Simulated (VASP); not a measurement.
Set up this calculation in VASP 6.6.1, as the native input.

| Item | Value |
| --- | --- |
| Task | single point |
| Functional | PBE |
| Potentials or basis | VASP PAW PBE potentials, release 64 (Ca_sv, O) |
| Cutoff | 520 eV |
| k mesh | 10 × 10 × 10 |
| Occupations | fermi-dirac, width 0.02 eV |
| Spin | no spin polarisation |
| Dipole correction | no |
| Further INCAR settings | ALGO = Normal; EDIFF = 1e-06; NBANDS = 15 |

The structure of CaO lies in POSCAR:

```
CaO
1.0
   -0.0239755013      2.3975501260      2.3975501260
    2.3975501260     -0.0239755013      2.3975501260
    2.3735746247      2.3735746247      0.0000000000
Ca O
1 1
Direct
    0.0000000000      0.0000000000      0.0000000000
    0.5000000000      0.5000000000      0.5000000000
```

This cell differs from its parent crystal: shear xy strain -2.0%.

The input as run:

INCAR

```
PREC = Accurate
ENCUT = 520
EDIFF = 1E-6
ISMEAR = -1
SIGMA = 0.02
LREAL = False
LASPH = True
NELM = 100
ALGO = Normal
ISIF = 2
LWAVE = False
LCHARG = False
GGA = PE
NBANDS = 15
```

KPOINTS

```
Automatic mesh
0
Gamma
  10 10 10
```

Potentials or basis: VASP PAW PBE potentials, release 64 (Ca_sv, O).

The run is started by

```console
$ cat potpaw_PBE.64/Ca_sv/POTCAR potpaw_PBE.64/O/POTCAR > POTCAR
$ mpirun -np 1 vasp_std > vasp.out
```

Results of the run:

```json
{"Pressure": "3.1 GPa", "Band gap on the k mesh": "3.60 eV, indirect (least direct gap 3.96 eV)"}
```

Caveat: the cell differs from its parent crystal (shear xy strain -2.0%).

Wall time 64 s on 1 thread of Intel(R) Xeon(R) Platinum 8259CL CPU @ 2.50GHz (Skylake/Cascade Lake) (shared host), peak memory 0.21 GiB.
